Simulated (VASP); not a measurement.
# Bi (Im-3m) in VASP: a series of runs

Aim: see how the results for Bi move with the level of theory and the settings. Levels: PBE+D3(BJ), LDA, RPBE+D3(BJ). Tasks: single point.

Everything below comes from runs of VASP 6.6.1. Logs are shortened: lines on timing, memory, paths and dates and some standing lists are left out, and cuts for length are marked.

## Step 1: The cell of the first run

The structure is cubic, space group Im-3m (No. 229). The conventional cell has a = 3.963 Å, b = 3.963 Å, c = 3.963 Å, α = 90.00°, β = 90.00°, γ = 90.00°. Bi (site symmetry m-3m) has 14 Bi at 3.43 to 3.96 Å within 4.5 Å.

## Step 2: Single point, PBE+D3(BJ), collinear spin, ferromagnetic start

The input, INCAR:

```
  PREC = Accurate
  ENCUT = 520
  EDIFF = 1E-7
  ISMEAR = -5
  SIGMA = 0.05
  LREAL = False
  LASPH = True
  NELM = 150
  ALGO = Normal
  ISIF = 2
  LWAVE = False
  LCHARG = False
  ISPIN = 2
  MAGMOM = 0.5
  LORBIT = 11
  GGA = PE
  IVDW = 12
  NBANDS = 18
```

The input, KPOINTS:

```
Automatic mesh
0
Gamma
  9 9 9
```

The input, POSCAR:

```
Bi
1.0
   -1.9814305318      1.9814305318      1.9814305318
    1.9814305318     -1.9814305318      1.9814305318
    1.9814305318      1.9814305318     -1.9814305318
Bi
1
Direct
    0.0000000000      0.0000000000      0.0000000000
```

Potentials or basis: VASP PAW PBE potentials, release 64 (Bi_d).

Launch:

```bash
$ cat potpaw_PBE.64/Bi_d/POTCAR > POTCAR
$ mpirun -np 1 vasp_std > vasp.out
```

OUTCAR:

```text
PREC = Accurate
   ENCUT = 520
   EDIFF = 1E-7
   ISMEAR = -5
   LREAL = False
   LASPH = True
   NELM = 150
   ISIF = 2
   ISPIN = 2
   LORBIT = 11
   GGA = PE
   IVDW = 12
 IVDW          = 12

 ion  position               nearest neighbor table
   1  0.000  0.000  0.000-

  LATTYP: Found a body centered cubic cell.
 ALAT       =     3.9628610636

  Lattice vectors:

 A1 = (  -1.9814305318,   1.9814305318,   1.9814305318)
 A2 = (   1.9814305318,  -1.9814305318,   1.9814305318)
 A3 = (   1.9814305318,   1.9814305318,  -1.9814305318)

Analysis of symmetry for initial positions (statically):
=====================================================================
 Subroutine PRICEL returns:
 Original cell was already a primitive cell.

 Routine SETGRP: Setting up the symmetry group for a
 body centered cubic supercell.

 Subroutine GETGRP returns: Found 48 space group operations
[... 9 lines left out ...]

 Routine SETGRP: Setting up the symmetry group for a
 body centered cubic supercell.

 Subroutine GETGRP returns: Found 48 space group operations
 (whereof 48 operations were pure point group operations)
 out of a pool of 48 trial point group operations.

The dynamic configuration has the point symmetry O_h .

Analysis of structural, dynamic, and magnetic symmetry:
=====================================================================
 Subroutine PRICEL returns:
 Original cell was already a primitive cell.

 Routine SETGRP: Setting up the symmetry group for a
 body centered cubic supercell.

 Subroutine GETGRP returns: Found 48 space group operations
 (whereof 48 operations were pure point group operations)
 out of a pool of 48 trial point group operations.

The overall configuration has the point symmetry O_h .

 Subroutine INISYM returns: Found 48 space group operations
[... 5 lines left out ...]
                                     Primitive cell

  volume of cell :      31.1169

  direct lattice vectors                    reciprocal lattice vectors
    -1.981430532  1.981430532  1.981430532     0.000000000  0.252342937  0.252342937
     1.981430532 -1.981430532  1.981430532     0.252342937  0.000000000  0.252342937
     1.981430532  1.981430532 -1.981430532     0.252342937  0.252342937  0.000000000

  length of vectors
     3.431938353  3.431938353  3.431938353     0.356866804  0.356866804  0.356866804

  position of ions in fractional coordinates (direct lattice)
     0.000000000  0.000000000  0.000000000

  ion indices of the primitive-cell ions
   primitive index   ion index
                 1           1

----------------------------------------------------------------------------------------

 KPOINTS: Automatic mesh

Automatic generation of k-mesh.
 Grid dimensions read from file:
 generate k-points for:    9    9    9

 Generating k-lattice:

  Cartesian coordinates                     Fractional coordinates (reciprocal lattice)
     0.000000000  0.028038104  0.028038104     0.111111111  0.000000000  0.000000000
     0.028038104  0.000000000  0.028038104     0.000000000  0.111111111  0.000000000
     0.028038104  0.028038104  0.000000000     0.000000000  0.000000000  0.111111111

  Length of vectors
     0.039651867  0.039651867  0.039651867

  Shift w.r.t. Gamma in fractional coordinates (k-lattice)
     0.000000000  0.000000000  0.000000000

 TETIRR: Found    774 inequivalent tetrahedra from     4374

 Subroutine IBZKPT returns following result:
 ===========================================

 Found     35 irreducible k-points:

 Following reciprocal coordinates:
            Coordinates               Weight
  0.000000  0.000000  0.000000      1.000000
  0.111111  0.000000  0.000000     12.000000
  0.222222  0.000000  0.000000     12.000000
  0.333333  0.000000  0.000000     12.000000
  0.444444  0.000000  0.000000     12.000000
  0.111111  0.111111  0.000000     24.000000
[... 16 lines left out ...]
 -0.333333  0.444444  0.111111     48.000000
 -0.444444 -0.444444  0.111111     24.000000
 [... further k-points ...]
   k-points           NKPTS =     35   k-points in BZ     NKDIM =     35   number of bands    NBANDS=     18
   number of dos      NEDOS =    301   number of ions     NIONS =      1
   total plane-waves  NPLWV =  21952
   dimension x,y,z NGX =    28 NGY =   28 NGZ =   28
   dimension x,y,z NGXF=    56 NGYF=   56 NGZF=   56
   ions per type =               1
   NGX,Y,Z   is equivalent  to a cutoff of  13.56, 13.56, 13.56 a.u.
   NGXF,Y,Z  is equivalent  to a cutoff of  27.13, 27.13, 27.13 a.u.
 SYSTEM =  unknown system
   PREC   = accura    normal or accurate (medium, high low for compatibility)
   ISTART =      0    job   : 0-new  1-cont  2-samecut
   ICHARG =      2    charge: 1-file 2-atom 10-const
   ISPIN  =      2    spin polarized calculation?
   LNONCOLLINEAR =      F non collinear calculations
   LSORBIT =      F    spin-orbit coupling
   LASPH  =      T    aspherical Exc in radial PAW
   ENCUT  =  520.0 eV  38.22 Ry    6.18 a.u.   6.38  6.38  6.38*2*pi/ulx,y,z
   NELM   =    150;   NELMIN=  2; NELMDL= -5     # of ELM steps
   EDIFF  = 0.1E-06   stopping-criterion for ELM
   LREAL  =      F    real-space projection
   EDIFFG = 0.1E-05   stopping-criterion for IOM
   NSW    =      0    number of steps for IOM
   IBRION =     -1    ionic relax: 0-MD 1-quasi-New 2-CG
[... 8 lines left out ...]
   EMIN   =  10.00;   EMAX   =-10.00  energy-range for DOS
   EFERMI =   0.00;   METHOD = LEGACY
   ISMEAR =    -5;   SIGMA  =   0.05  broadening in eV -4-tet -1-fermi 0-gaus
   EFERMI_NEDOS =   21; number of points for ismear=-14 and -15
   IALGO  =     38    algorithm
   IMIX   =      4    mixing-type and parameters
     AMIX     =   0.40;   BMIX     =  1.00
     AMIX_MAG =   1.60;   BMIX_MAG =  1.00
  volume/ion in A,a.u.               =      31.12       209.99
  Fermi-wavevector in a.u.,A,eV,Ry     =   1.283630  2.425708 22.418388  1.647705
  Thomas-Fermi vector in A             =   2.415871
   LORBIT       =     11    0 simple, 1 ext, 2 COOP (PROOUT), +10 PAW based schemes
   GGA     = PE    functional components
   LHFCALC =     F    Hartree Fock is set to
   AEXX    =    0.0000 exact exchange contribution
   IVDW    =    12    specifies the selected vdW correction
   LEPSILON=     F    determine dielectric tensor
   LRPA    =     F    only Hartree local field effects (RPA)
 spin polarized calculation
 Fermi weights with tetrahedron method with Bloechl corrections
  energy-cutoff  :      520.00
  volume of cell :       31.12
 maximum number of plane-waves:       887
 NGX is ok and might be reduce to    28
   NGX = 13   NGY = 13   NGZ = 13

 number of electron      14.9999994 magnetization      -0.0000138

 number of electron      14.9999994 magnetization       0.0000019

 Free energy of the ion-electron system (eV)
  ---------------------------------------------------
  ext. energy  EPLUGINS =         0.00000000
  ---------------------------------------------------
  free energy    TOTEN  =        -3.75621623 eV

  energy without entropy =       -3.75621623  energy(sigma->0) =       -3.75621623

 E-fermi :   7.9457     XC(G=0): -10.2917

 val. band max:        7.9408082373   @ k =  -0.2222   0.2222   0.1111
 cond. band min:       8.1570878923   @ k =   0.3333   0.2222   0.1111
 fundamental gap:      0.2162796550
 Fermi energy:         7.9457295235

 spin component 1

 k-point     1 :       0.0000    0.0000    0.0000
  band No.  band energies     occupation
      1     -15.1136      1.00000
      2     -15.1136      1.00000
      3     -15.1136      1.00000
      4     -14.9851      1.00000
      5     -14.9851      1.00000
      6      -5.5995      1.00000
[... 10 lines left out ...]
     17      20.7108      0.00000
     18      20.7108      0.00000

 k-point     2 :       0.1111    0.0000    0.0000
  band No.  band energies     occupation
      1     -15.1182      1.00000
      2     -15.1057      1.00000
      3     -15.0893      1.00000
      4     -14.9904      1.00000
      5     -14.9860      1.00000
      6      -5.3749      1.00000
[... 10 lines left out ...]
     17      21.8070      0.00000
     18      22.9422      0.00000

 k-point     3 :       0.2222    0.0000    0.0000
  band No.  band energies     occupation
      1     -15.1299      1.00000
      2     -15.0899      1.00000
      3     -15.0274      1.00000
      4     -15.0004      1.00000
      5     -14.9882      1.00000
      6      -4.7176      1.00000
[... 10 lines left out ...]
     17      24.0079      0.00000
     18      27.0012      0.00000

 k-point     4 :       0.3333    0.0000    0.0000
  band No.  band energies     occupation
      1     -15.1432      1.00000
      2     -15.0842      1.00000
      3     -15.0007      1.00000
      4     -14.9907      1.00000
      5     -14.9559      1.00000
      6      -3.7155      1.00000
[... 375 lines left out ...]
      4     -14.9968      1.00000
      5     -14.9109      1.00000
      6      -2.5492      1.00000
[... 10 lines left out ...]
     17      28.3176      0.00000
     18      28.4279      0.00000

 k-point    23 :      -0.3333    0.4444    0.1111
  band No.  band energies     occupation
      1     -15.1004      1.00000
      2     -15.0652      1.00000
      3     -15.0194      1.00000
      4     -15.0010      1.00000
      5     -14.9344      1.00000
      6      -2.6842      1.00000
[... 10 lines left out ...]
     17      28.2892      0.00000
     18      30.4820      0.00000

 k-point    24 :      -0.4444   -0.4444    0.1111
  band No.  band energies     occupation
      1     -15.1029      1.00000
      2     -15.0688      1.00000
      3     -15.0257      1.00000
      4     -14.9895      1.00000
      5     -14.9151      1.00000
      6      -2.1285      1.00000
[... 10 lines left out ...]
     17      28.6775      0.00000
     18      30.0600      0.00000

 [... further k-points ...]

 spin component 2

 k-point     1 :       0.0000    0.0000    0.0000
  band No.  band energies     occupation
      1     -15.1136      1.00000
      2     -15.1136      1.00000
      3     -15.1136      1.00000
      4     -14.9851      1.00000
      5     -14.9851      1.00000
      6      -5.5995      1.00000
[... 10 lines left out ...]
     17      20.7108      0.00000
     18      20.7108      0.00000

 k-point     2 :       0.1111    0.0000    0.0000
  band No.  band energies     occupation
      1     -15.1182      1.00000
      2     -15.1057      1.00000
      3     -15.0893      1.00000
      4     -14.9904      1.00000
      5     -14.9859      1.00000
      6      -5.3749      1.00000
[... 10 lines left out ...]
     17      21.8070      0.00000
     18      22.9422      0.00000

 k-point     3 :       0.2222    0.0000    0.0000
  band No.  band energies     occupation
      1     -15.1299      1.00000
      2     -15.0899      1.00000
      3     -15.0274      1.00000
      4     -15.0004      1.00000
      5     -14.9882      1.00000
      6      -4.7176      1.00000
[... 10 lines left out ...]
     17      24.0079      0.00000
     18      27.0012      0.00000

 k-point     4 :       0.3333    0.0000    0.0000
  band No.  band energies     occupation
      1     -15.1432      1.00000
      2     -15.0842      1.00000
      3     -15.0007      1.00000
      4     -14.9907      1.00000
      5     -14.9559      1.00000
      6      -3.7155      1.00000
[... 375 lines left out ...]
      4     -14.9968      1.00000
      5     -14.9109      1.00000
      6      -2.5492      1.00000
[... 10 lines left out ...]
     17      28.3177      0.00000
     18      28.4279      0.00000

 k-point    23 :      -0.3333    0.4444    0.1111
  band No.  band energies     occupation
      1     -15.1004      1.00000
      2     -15.0652      1.00000
      3     -15.0193      1.00000
      4     -15.0010      1.00000
      5     -14.9344      1.00000
      6      -2.6842      1.00000
[... 10 lines left out ...]
     17      28.2892      0.00000
     18      30.4828      0.00000

 k-point    24 :      -0.4444   -0.4444    0.1111
  band No.  band energies     occupation
      1     -15.1029      1.00000
      2     -15.0688      1.00000
      3     -15.0257      1.00000
      4     -14.9895      1.00000
      5     -14.9151      1.00000
      6      -2.1285      1.00000
[... 10 lines left out ...]
     17      28.6775      0.00000
     18      30.0653      0.00000

 [... further k-points ...]

------------------------ aborting loop because EDIFF is reached ----------------------------------------

 Edisp (eV)   -0.50665

 E8    (eV) :    -0.2491

  FORCE on cell =-STRESS in cart. coord.  units (eV):
  Direction    XX          YY          ZZ          XY          YZ          ZX
  --------------------------------------------------------------------------------------
  -------------------------------------------------------------------------------------
  Total      -0.31447    -0.31447    -0.31447    -0.00000    -0.00000     0.00000
  in kB     -16.19161   -16.19161   -16.19161    -0.00000    -0.00000     0.00000
  external pressure =      -16.19 kB  Pullay stress =        0.00 kB

 VOLUME and BASIS-vectors are now :
 -----------------------------------------------------------------------------
  energy-cutoff  :      520.00
  volume of cell :       31.12
      direct lattice vectors                 reciprocal lattice vectors
    -1.981430532  1.981430532  1.981430532     0.000000000  0.252342937  0.252342937
     1.981430532 -1.981430532  1.981430532     0.252342937  0.000000000  0.252342937
     1.981430532  1.981430532 -1.981430532     0.252342937  0.252342937  0.000000000

 POSITION                                       TOTAL-FORCE (eV/Angst)
 -----------------------------------------------------------------------------------
      0.00000      0.00000      0.00000         0.000000      0.000000     -0.000000
 -----------------------------------------------------------------------------------
    total drift:                               -0.000000     -0.000000     -0.000000

  FREE ENERGIE OF THE ION-ELECTRON SYSTEM (eV)
  ---------------------------------------------------
  free  energy   TOTEN  =        -4.2628621520 eV

  energy  without entropy=       -4.2628621520  energy(sigma->0) =       -4.26286215

 total charge

# of ion       s       p       d       tot
------------------------------------------
    1        1.557   1.260   9.919  12.736

 magnetization (x)

# of ion       s       p       d       tot
------------------------------------------
    1        0.000  -0.000   0.000   0.000
```

Wall time 95 s (1 thread of Intel Xeon Platinum 8259CL at 2.50GHz (Skylake/Cascade Lake), shared host); peak memory 0.19 GiB.

Results:

| Item | Value |
| --- | --- |
| Free energy | -4.2629 eV |
| Pressure | -1.6 GPa |
| Net moment | 0.00 μB per cell |
| Valence electrons inside the program's atomic spheres | Bi 12.74 |
| Dispersion energy per atom | -0.507 eV |

Levels at points of the mesh, in eV from the Fermi level:
Spin up:
```
           k point  band 5  band 6  band 7  band 8  band 9  band 10
(0.00, 0.00, 0.00)  -22.93  -13.55    5.10    5.10    5.10     9.11
```
Spin down:
```
           k point  band 4  band 5  band 6  band 7  band 8  band 9  band 10  band 11
(0.00, 0.00, 0.00)  -22.93  -22.93  -13.55    5.10    5.10    5.10     9.11    10.45
```

Caveat: spin-orbit coupling is left out, which moves the levels of the heavy elements; pairwise dispersion overbinds metals, which lowers pressure and volume; tetrahedron occupations give inexact forces and stress in metals.

[end of part 1 of 2]
